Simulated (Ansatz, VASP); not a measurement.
Given: the input of a run of VASP 6.6.1 on AlN.

The input INCAR:

```
SYSTEM = AlN
PREC = Accurate
ENCUT = 600
EDIFF = 1E-6
ISMEAR = -1
SIGMA = 0.05
LREAL = .False.
LASPH = .True.
NELM = 120
ALGO = Normal
ISIF = 2
LWAVE = .False.
LCHARG = .False.
GGA = RP
IVDW = 12
NBANDS = 11
GGA_COMPAT = .False.
```

KPOINTS

```
regular mesh
0
Gamma
  10 10 10
  0 0 0
```

File POSCAR:

```
AlN
1.0
    0.0000000000      2.1984575146      2.1984575146
    2.1984575146      0.0000000000      2.1984575146
    2.1984575146      2.1984575146      0.0000000000
Al N
1 1
Direct
    0.0000000000      0.0000000000      0.0000000000
    0.2500000000      0.2500000000      0.2500000000
```

Potentials or basis: VASP PAW PBE potentials, release 64 (Al, N).

The run is started by

```bash
$ cat potpaw_PBE.64/Al/POTCAR potpaw_PBE.64/N/POTCAR > POTCAR
$ mpirun -np 1 vasp_std > vasp.out
```

Question: Set up the same calculation for Ansatz 0.2.0. Potentials there: Ansatz PAW.

Answer: As run (the cutoff follows the program's own potentials):

Contents of input.yaml:

```yaml
crystal:
  lattice:
    - [0.0, 2.1984575146, 2.1984575146]
    - [2.1984575146, 0.0, 2.1984575146]
    - [2.1984575146, 2.1984575146, 0.0]
  atoms:
    - { symbol: Al, position: [0.0, 0.0, 0.0] }
    - { symbol: "N", position: [0.25, 0.25, 0.25] }
hamiltonian:
  xc: rpbe
  pseudopotentials: { kind: paw }
  dispersion: d3bj
kpoints:
  mp_grid: { grid: [10, 10, 10] }
scf:
  occupations: { method: fermi_dirac, width: 0.05 }
output:
  forces: true
  stress: true
  eigenvalues: true
```

Potentials or basis: Ansatz PAW.

Launch:

```bash
$ ansatz run input.yaml --threads 2 --pin off --max-ram 5120MiB --backend cpu --events-out ev --progress --plain --runs-dir out
```

Both were run:

|  | VASP | Ansatz | Ansatz less VASP |
| --- | --- | --- | --- |
| gap on the k mesh at the Fermi level (eV) | 3.35 | 3.36 | +0.003 |
| least direct gap on the mesh (eV) | 4.06 | 4.04 | -0.022 |
| pressure (GPa) | -16.8 | -16.0 | +0.78 |

VASP's potentials were made for PBE, not for RPBE.
